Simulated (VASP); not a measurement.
YB6, 7 atoms in the cell. The structure is cubic, space group Pm-3m (No. 221). Conventional cell: a = 4.085 Å, b = 4.085 Å, c = 4.085 Å, α = 90.00°, β = 90.00°, γ = 90.00°. Y (site symmetry m-3m) has 24 B at 3.01 Å and 6 Y at 4.09 Å within 4.1 Å. B (site symmetry 4mm) has 5 B at 1.69 Å within 2.2 Å. 

```yaml
Program: VASP 6.6.1
Task: single point
Functional: PBEsol
Potentials_or_basis: VASP PAW PBE potentials, release 64 (Y_sv, B)
Cutoff: 520 eV
k_mesh: 7 × 7 × 7
Occupations: methfessel-paxton, width 0.1 eV
Spin: no spin polarisation
Dipole_correction: no
Further_INCAR_settings: ALGO = Normal; EDIFF = 1e-06; NBANDS = 24
```

Potentials or basis: VASP PAW PBE potentials, release 64 (Y_sv, B).

Run with:

```bash
$ cat potpaw_PBE.64/Y_sv/POTCAR potpaw_PBE.64/B/POTCAR > POTCAR
$ mpirun -np 1 vasp_std > vasp.out
```

Hardware: 1 thread of Intel Xeon 8259CL, with other jobs on the host.

Task: How long does it take, and how much memory?

Result: It took 48 s on 1 thread of Intel Xeon 8259CL (shared host), peak memory 0.19 GiB. Counts: scf iterations 15, k points 20.
